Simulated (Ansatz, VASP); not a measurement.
Pt in VASP and in Ansatz

Contents of INCAR:

```
SYSTEM = Pt
PREC = Accurate ; ENCUT = 520
EDIFF = 1E-6 ; ISMEAR = 0
SIGMA = 0.15 ; LREAL = .FALSE.
LASPH = .TRUE. ; NELM = 60
ALGO = Fast ; ISIF = 2
LWAVE = .FALSE. ; LCHARG = .TRUE.
GGA = PS ; LELF = .TRUE.
LVHAR = .TRUE. ; NBANDS = 11
```

Contents of KPOINTS:

```
regular mesh
0
G
  26 26 26
  0 0 0
```

File POSCAR:

```
Pt
1.0
   -1.5760753072      1.5448658952      1.5604706012
    1.5760753072     -1.5448658952      1.5604706012
    1.5760753072      1.5448658952     -1.5604706012
Pt
1
Direct
    0.0000000000      0.0000000000      0.0000000000
```

Input for Ansatz:

```yaml
crystal:
  lattice:
    - [-1.5760753072, 1.5448658952, 1.5604706012]
    - [1.5760753072, -1.5448658952, 1.5604706012]
    - [1.5760753072, 1.5448658952, -1.5604706012]
  atoms:
    - { symbol: Pt, position: [0.0, 0.0, 0.0] }
basis:
  ecutwfc: 420
kpoints:
  mp_grid: { grid: [26, 26, 26] }
hamiltonian:
  xc: pbesol
scf:
  occupations: { method: gaussian, width: 0.15 }
output:
  forces: true
  stress: true
  eigenvalues: true
```

Change from the starting cell: strain +0.0100 x Voigt [1, -1, 0, 0, 0, 0], atoms carried along.

Alike in both runs: task single point; functional PBEsol; k mesh 26 × 26 × 26; occupations gaussian, width 0.15 eV; no spin polarisation.

|  | VASP | Ansatz |
| --- | --- | --- |
| version | VASP 6.6.1 | Ansatz 0.2.0 |
| potentials or method | VASP PAW PBE potentials, release 64 (Pt), cutoff 520 eV | scalar-relativistic, plane waves, PAW |
| valence electrons in the cell | 10 | 18 |

|  | VASP | Ansatz | Ansatz less VASP |
| --- | --- | --- | --- |
| gap on the k mesh at the Fermi level (eV) | none | none | - |
| pressure (GPa) | -0.2 | 0.1 | +0.37 |
| traceless stress, the component that is largest in VASP (GPa) | -1.06 | -1.05 | +0.002 |

VASP's potentials were made for PBE, not for PBEsol. A gap of «none» marks a metal or a gap that the smearing closes. VASP's potentials hold 10 valence electrons a cell and Ansatz's 18, so a difference there can come from the potentials and not from the codes.

Spin-orbit coupling is off throughout.
